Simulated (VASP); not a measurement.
# Ni2Pt3 (P-6m2) in VASP: notebook

Ni2Pt3 is run at these levels: PBE; tasks: single point.

Everything below comes from runs of VASP 6.6.1. Logs are shortened: lines on timing, memory, paths and dates and some standing lists are left out, and cuts for length are marked.

**1. The cell of the first run**

Symmetry: P-6m2, No. 187, hexagonal system. The conventional cell has a = 2.693 Å, b = 2.693 Å, c = 21.782 Å, α = 90.00°, β = 90.00°, γ = 120.00°. Within 3.5 Å of Ni (site symmetry -6m2) lie 6 Pt at 2.68 Å and 6 Ni at 2.69 Å. Ni (site symmetry 3m) has 6 Pt at 2.68 Å and 6 Ni at 2.69 Å within 3.5 Å. Within 3.5 Å of Ni (site symmetry -6m2) lie 6 Pt at 2.68 Å and 6 Ni at 2.69 Å. Pt (site symmetry 3m) has 3 Ni at 2.68 Å and 9 Pt at 2.68 to 2.69 Å within 3.5 Å. Within 3.5 Å of Pt (site symmetry 3m) lie 6 Ni at 2.68 Å and 6 Pt at 2.69 Å. Within 3.5 Å of Pt (site symmetry 3m) lie 3 Ni at 2.68 Å and 9 Pt at 2.68 to 2.69 Å.

**2. Single point, PBE, collinear spin, ferromagnetic start**

INCAR reads:

```
SYSTEM = Ni2Pt3
ALGO = Fast
EDIFF = 1E-6
ENCUT = 520
GGA = PE
ISIF = 2
ISMEAR = 0
ISPIN = 2
LASPH = .TRUE.
LCHARG = .FALSE.
LMAXMIX = 4
LORBIT = 11
LREAL = .FALSE.
LWAVE = .FALSE.
MAGMOM = 2 2 2 2 0 0 0 0 0 0
NBANDS = 65
NELM = 150
PREC = Accurate
SIGMA = 0.1
```

KPOINTS reads:

```
k-points
0
G
  6 6 1
  0 0 0
```

POSCAR reads:

```
Ni2Pt3
1.0
    2.6929333600      0.0000000000      0.0000000000
   -1.3464666800      2.3321487000      0.0000000000
    0.0000000000      0.0000000000     21.7822397800
Ni Pt
4 6
Direct
    0.3333333300      0.6666666700      0.0000000000
    0.6666666700      0.3333333300      0.3000000000
    0.6666666700      0.3333333300      0.5000000000
    0.6666666700      0.3333333300      0.7000000000
    0.3333333300      0.6666666700      0.2000000000
    0.3333333300      0.6666666700      0.4000000000
    0.3333333300      0.6666666700      0.6000000000
    0.3333333300      0.6666666700      0.8000000000
    0.6666666700      0.3333333300      0.1000000000
    0.6666666700      0.3333333300      0.9000000000
```

Potentials or basis: VASP PAW PBE potentials, release 64 (Ni, Pt).

On the command line:

```
> cat potpaw_PBE.64/Ni/POTCAR potpaw_PBE.64/Pt/POTCAR > POTCAR
> mpirun -np 1 vasp_std > vasp.out
```

OUTCAR:

```text
SYSTEM = Ni2Pt3
   EDIFF = 1E-6
   ENCUT = 520
   GGA = PE
   ISIF = 2
   ISMEAR = 0
   ISPIN = 2
   LASPH = .TRUE.
   LORBIT = 11
   LREAL = .FALSE.
   NELM = 150
   PREC = Accurate

 ion  position               nearest neighbor table
   1  0.333  0.667  0.000-   9 2.68  10 2.68   9 2.68  10 2.68   9 2.68  10 2.68
   2  0.667  0.333  0.300-   5 2.68   6 2.68   5 2.68   6 2.68   5 2.68   6 2.68
   3  0.667  0.333  0.500-   6 2.68   7 2.68   6 2.68   7 2.68   6 2.68   7 2.68
   4  0.667  0.333  0.700-   8 2.68   7 2.68   8 2.68   7 2.68   8 2.68   7 2.68
   5  0.333  0.667  0.200-   2 2.68   9 2.68   2 2.68   9 2.68   2 2.68   9 2.68
   6  0.333  0.667  0.400-   2 2.68   3 2.68   2 2.68   3 2.68   2 2.68   3 2.68
   7  0.333  0.667  0.600-   3 2.68   4 2.68   3 2.68   4 2.68   3 2.68   4 2.68
   8  0.333  0.667  0.800-   4 2.68  10 2.68   4 2.68  10 2.68   4 2.68  10 2.68
   9  0.667  0.333  0.100-   1 2.68   5 2.68   1 2.68   5 2.68   1 2.68   5 2.68
  10  0.667  0.333  0.900-   1 2.68   8 2.68   1 2.68   8 2.68   1 2.68   8 2.68

  LATTYP: Found a hexagonal cell.
 ALAT       =     2.6929333600
 C/A-ratio  =     8.0886664719

  Lattice vectors:

 A1 = (   2.6929333600,   0.0000000000,   0.0000000000)
 A2 = (  -1.3464666800,   2.3321487000,   0.0000000000)
 A3 = (   0.0000000000,   0.0000000000,  21.7822397800)

Analysis of symmetry for initial positions (statically):
=====================================================================
 Subroutine PRICEL returns:
 Original cell was already a primitive cell.

 Routine SETGRP: Setting up the symmetry group for a
 hexagonal supercell.

 Subroutine GETGRP returns: Found 12 space group operations
 (whereof 12 operations were pure point group operations)
 out of a pool of 24 trial point group operations.

The static configuration has the point symmetry D_3h.

Analysis of symmetry for dynamics (positions and initial velocities):
=====================================================================
 Subroutine PRICEL returns:
 Original cell was already a primitive cell.

 Routine SETGRP: Setting up the symmetry group for a
 hexagonal supercell.

 Subroutine GETGRP returns: Found 12 space group operations
 (whereof 12 operations were pure point group operations)
 out of a pool of 24 trial point group operations.

The dynamic configuration has the point symmetry D_3h.

Analysis of structural, dynamic, and magnetic symmetry:
=====================================================================
 Subroutine PRICEL returns:
 Original cell was already a primitive cell.

 Routine SETGRP: Setting up the symmetry group for a
 hexagonal supercell.

 Subroutine GETGRP returns: Found 12 space group operations
 (whereof 12 operations were pure point group operations)
 out of a pool of 24 trial point group operations.

The overall configuration has the point symmetry D_3h.

 Subroutine INISYM returns: Found 12 space group operations
 (whereof 12 operations are pure point group operations),
 and found     1 'primitive' translations

----------------------------------------------------------------------------------------

                                     Primitive cell

  volume of cell :     136.7995

  direct lattice vectors                    reciprocal lattice vectors
     2.692933360  0.000000000  0.000000000     0.371342275  0.214394562  0.000000000
    -1.346466680  2.332148700  0.000000000     0.000000000  0.428789125  0.000000000
     0.000000000  0.000000000 21.782239780     0.000000000  0.000000000  0.045908961

  length of vectors
     2.692933360  2.692933360 21.782239780     0.428789125  0.428789125  0.045908961

  position of ions in fractional coordinates (direct lattice)
     0.333333330  0.666666670  0.000000000
     0.666666670  0.333333330  0.300000000
     0.666666670  0.333333330  0.500000000
     0.666666670  0.333333330  0.700000000
     0.333333330  0.666666670  0.200000000
     0.333333330  0.666666670  0.400000000
     0.333333330  0.666666670  0.600000000
     0.333333330  0.666666670  0.800000000
     0.666666670  0.333333330  0.100000000
     0.666666670  0.333333330  0.900000000

[... 58 lines left out ...]
   ISTART =      0    job   : 0-new  1-cont  2-samecut
   ICHARG =      2    charge: 1-file 2-atom 10-const
   ISPIN  =      2    spin polarized calculation?
   LNONCOLLINEAR =      F non collinear calculations
   LSORBIT =      F    spin-orbit coupling
   LASPH  =      T    aspherical Exc in radial PAW
   ENCUT  =  520.0 eV  38.22 Ry    6.18 a.u.   5.01  5.01 40.50*2*pi/ulx,y,z
   NELM   =    150;   NELMIN=  2; NELMDL= -5     # of ELM steps
   EDIFF  = 0.1E-05   stopping-criterion for ELM
   LREAL  =      F    real-space projection
   EDIFFG = 0.1E-04   stopping-criterion for IOM
   NSW    =      0    number of steps for IOM
   IBRION =     -1    ionic relax: 0-MD 1-quasi-New 2-CG
   NFREE  =      0    steps in history (QN), initial steepest desc. (CG)
   ISIF   =      2    stress and relaxation
   ISYM   =      2    0-nonsym 1-usesym 2-fastsym
   POTIM  = 0.5000    time-step for ionic-motion
   TEBEG  =    0.0;   TEEND  =   0.0 temperature during run
   PSTRESS=    0.0 pullay stress
   NELECT =     100.0000    total number of electrons
   NUPDOWN=      -1.0000    fix difference up-down
   EMIN   =  10.00;   EMAX   =-10.00  energy-range for DOS
   EFERMI =   0.00;   METHOD = LEGACY
   ISMEAR =     0;   SIGMA  =   0.10  broadening in eV -4-tet -1-fermi 0-gaus
   EFERMI_NEDOS =   21; number of points for ismear=-14 and -15
   IALGO  =     68    algorithm
   IMIX   =      4    mixing-type and parameters
     AMIX     =   0.40;   BMIX     =  1.00
     AMIX_MAG =   1.60;   BMIX_MAG =  1.00
  volume/ion in A,a.u.               =      13.68        92.32
  Fermi-wavevector in a.u.,A,eV,Ry     =   1.474733  2.786841 29.590456  2.174837
  Thomas-Fermi vector in A             =   2.589468
   LORBIT       =     11    0 simple, 1 ext, 2 COOP (PROOUT), +10 PAW based schemes
   GGA     = PE    functional components
   LHFCALC =     F    Hartree Fock is set to
   AEXX    =    0.0000 exact exchange contribution
   IVDW    =     0    specifies the selected vdW correction
   LEPSILON=     F    determine dielectric tensor
   LRPA    =     F    only Hartree local field effects (RPA)
 spin polarized calculation
 RMM-DIIS sequential band-by-band and
 Gauss-broadening in eV      SIGMA  =   0.10
  energy-cutoff  :      520.00
  volume of cell :      136.80
 maximum number of plane-waves:      3723
 NGX is ok and might be reduce to    20
   NGX =  9   NGY =  9   NGZ = 81

 number of electron     100.0000018 magnetization       4.4032927

 Free energy of the ion-electron system (eV)
  ---------------------------------------------------
  ext. energy  EPLUGINS =         0.00000000
  ---------------------------------------------------
  free energy    TOTEN  =       -58.33627778 eV

  energy without entropy =      -58.26865702  energy(sigma->0) =      -58.30246740

 E-fermi :  10.4296     XC(G=0): -13.2623

 val. band max:       10.4108457223   @ k =   0.0000   0.0000   0.0000
 cond. band min:      10.4326469275   @ k =   0.5000   0.0000   0.0000
 fundamental gap:      0.0218012052
 Fermi energy:        10.4296064591

 spin component 1

 k-point     1 :       0.0000    0.0000    0.0000
  band No.  band energies     occupation
      1       0.1900      1.00000
      2       0.3992      1.00000
      3       1.0885      1.00000
      4       1.6024      1.00000
      5       1.9939      1.00000
      6       2.2329      1.00000
[... 444 lines left out ...]
     61      16.0989      0.00000
     62      16.4407      0.00000
 Fermi energy:        10.4296064591

 spin component 2

 k-point     1 :       0.0000    0.0000    0.0000
  band No.  band energies     occupation
      1       0.2052      1.00000
      2       0.4143      1.00000
      3       1.1007      1.00000
      4       1.6203      1.00000
      5       2.0232      1.00000
      6       2.2692      1.00000
[... 444 lines left out ...]
     61      16.2173      0.00000
     62      16.5475      0.00000
 [bands above 62 left out]

------------------------ aborting loop because EDIFF is reached ----------------------------------------

  FORCE on cell =-STRESS in cart. coord.  units (eV):
  Direction    XX          YY          ZZ          XY          YZ          ZX
  --------------------------------------------------------------------------------------
  -------------------------------------------------------------------------------------
  Total        7.2629699      7.2629699      7.3577067     -0.0000000      0.0000000      0.0000000
  in kB       85.0629515     85.0629514     86.1724963     -0.0000000      0.0000000      0.0000000
  external PRESSURE =      85.4327997 kB  Pullay stress =       0.0000000 kB

 VOLUME and BASIS-vectors are now :
 -----------------------------------------------------------------------------
  energy-cutoff  :      520.00
  volume of cell :      136.80
      direct lattice vectors                 reciprocal lattice vectors
     2.692933360  0.000000000  0.000000000     0.371342275  0.214394562  0.000000000
    -1.346466680  2.332148700  0.000000000     0.000000000  0.428789125  0.000000000
     0.000000000  0.000000000 21.782239780     0.000000000  0.000000000  0.045908961

 POSITION                                       TOTAL-FORCE (eV/Angst)
 -----------------------------------------------------------------------------------
     -0.00000      1.55477      0.00000        -0.000000     -0.000000      0.000000
      1.34647      0.77738      6.53467        -0.000000     -0.000000      0.043866
      1.34647      0.77738     10.89112        -0.000000     -0.000000      0.000000
      1.34647      0.77738     15.24757        -0.000000     -0.000000     -0.043866
     -0.00000      1.55477      4.35645        -0.000000      0.000000      2.531748
     -0.00000      1.55477      8.71290         0.000000     -0.000000      0.003783
     -0.00000      1.55477     13.06934         0.000000     -0.000000     -0.003783
     -0.00000      1.55477     17.42579        -0.000000      0.000000     -2.531748
      1.34647      0.77738      2.17822         0.000000     -0.000000     -2.532720
      1.34647      0.77738     19.60402         0.000000     -0.000000      2.532720
 -----------------------------------------------------------------------------------
    total drift:                                0.000003     -0.000002      0.000000

  FREE ENERGIE OF THE ION-ELECTRON SYSTEM (eV)
  ---------------------------------------------------
  free  energy   TOTEN  =       -58.3362777772 eV

  energy  without entropy=      -58.2686570226  energy(sigma->0) =      -58.30246740

 total charge

# of ion       s       p       d       tot
------------------------------------------
    1        0.412   0.398   8.292   9.102
    2        0.411   0.395   8.296   9.102
    3        0.411   0.393   8.296   9.100
    4        0.411   0.395   8.296   9.102
    5        0.695   0.693   8.094   9.483
    6        0.697   0.644   8.039   9.379
    7        0.697   0.644   8.039   9.379
    8        0.695   0.693   8.094   9.483
    9        0.695   0.693   8.093   9.481
   10        0.695   0.693   8.093   9.481
--------------------------------------------------
tot          5.819   5.641  81.630  93.091

 magnetization (x)

# of ion       s       p       d       tot
------------------------------------------
    1       -0.001  -0.008   0.791   0.782
    2       -0.003  -0.011   0.836   0.822
    3       -0.004  -0.013   0.844   0.828
    4       -0.003  -0.011   0.836   0.822
    5       -0.001  -0.012   0.218   0.206
    6        0.000  -0.017   0.238   0.221
    7        0.000  -0.017   0.238   0.221
    8       -0.001  -0.012   0.218   0.206
    9       -0.002  -0.011   0.195   0.182
   10       -0.002  -0.011   0.195   0.182
--------------------------------------------------
tot         -0.016  -0.122   4.610   4.472
```

Wall time 6.6 min (1 thread of Intel Xeon Platinum 8375C at 2.90GHz (Ice Lake), shared host); peak memory 0.33 GiB.

What came out:

```yaml
Free_energy: -58.3363 eV
Pressure: 8.5 GPa
Largest_force: 2.533 eV/Å
Net_moment: 4.40 μB per cell
Site_moments: Ni +0.78, +0.82, +0.83 (each value once); Pt +0.21, +0.22, +0.18 (each value once) μB
Valence_electrons_inside_the_program's_atomic_spheres: Ni 9.10; Pt 9.48, 9.38 (each value once)
```

Forces on the atoms (eV/Å):
```
Ni   0.000  0.000  0.000
Ni   0.000  0.000  0.044
Ni   0.000  0.000  0.000
Ni   0.000  0.000 -0.044
Pt   0.000  0.000  2.532
Pt   0.000  0.000  0.004
Pt   0.000  0.000 -0.004
Pt   0.000  0.000 -2.532
Pt   0.000  0.000 -2.533
Pt   0.000  0.000  2.533
```

Caveat: the k points lie up to 0.45 Å⁻¹ apart; spin-orbit coupling is left out, which moves the levels of the heavy elements; forces of over 1 eV/Å act on the atoms, so gaps and moduli don't describe the material at rest.

[end of part 1 of 2]
